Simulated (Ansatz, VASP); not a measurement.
## AlSn: VASP beside Ansatz

```
Sn Al
1.0
     4.19811    0.00000    0.00000
    -2.09905    3.63567    0.00000
     0.00000    0.00000    3.30685
Sn Al
1 1
Cartesian
  0.0000 2.4238 1.6534
  0.0000 0.0000 0.0000
```

Alike in both runs: task relaxation of cell and atoms; functional PBE; k mesh 7 × 7 × 8; occupations fermi-dirac, width 0.05 eV; no spin polarisation.

|  | VASP | Ansatz |
| --- | --- | --- |
| version | VASP 6.6.1 | Ansatz 0.2.0 |
| potentials or method | VASP PAW PBE potentials, release 64 (Sn_d, Al) | Ansatz PAW |
| plane-wave cutoff (eV) | 600 | 420 |
| valence electrons in the cell | 17 | 17 |

|  | VASP | Ansatz | Ansatz less VASP |
| --- | --- | --- | --- |
| gap on the k mesh at the Fermi level, each at its own relaxed structure (eV) | none | none | - |
| relaxed volume (Å³/atom) | 25.35 | 25.35 | -0.005 |
| relaxed cell length with the largest relative difference (Å) | 4.201 | 4.201 | -0.0005 |

A gap of «none» marks a metal or a gap that the smearing closes.

Noted on Ansatz's run: the plane-wave basis is chosen anew once the cell has moved, so the energies of steps on either side of that aren't comparable.
